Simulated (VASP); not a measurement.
## Sn: equation of state with RPBE

The system is Sn.

```
Sn
1.0
    -1.72654    1.77555    2.33834
     1.72654   -1.77555    2.33834
     1.72654    1.77555   -2.33834
Sn
1
Direct
  0.00000 0.00000 0.00000
```

* Program: VASP 6.6.1
* Task: equation of state
* Functional: RPBE
* Potentials or basis: VASP PAW PBE potentials, release 64 (Sn_d)
* Cutoff: 620 eV
* k mesh: 17 × 17 × 17
* Occupations: methfessel-paxton of order 2, width 0.05 eV
* Spin: no spin polarisation
* Tolerance level: standard
* Purpose: equation of state
* Eos scales: [0.91, 0.94, 0.97, 1.0, 1.03, 1.06, 1.09]
* Further INCAR settings: ALGO = Normal; EDIFF = 1e-07; NSW = 0

- Equilibrium volume: 28.77 Å³/atom
- Bulk modulus at fixed shape and positions: 44 GPa
- Pressure derivative of the bulk modulus: 4.8 (rough: it moves with the points fitted)

Energy against volume, from the lowest point:
```csv
volume (Å³/atom),energy (meV/atom)
26.093,41.61
26.953,18.04
27.813,4.70
28.673,0.00
29.533,2.65
30.394,11.53
31.254,25.32
```

It took 120 s on 8 MPI ranks on Intel(R) Xeon(R) 6975P-C (Granite Rapids), with other jobs on the host, peak memory 0.42 GiB a rank.

Caveat: the cell was scaled at fixed shape and fractional positions, which overstates the stiffness of a crystal with free parameters, most of all of layers and chains; the PAW data sets were made with another functional, which shifts forces and pressure a little.
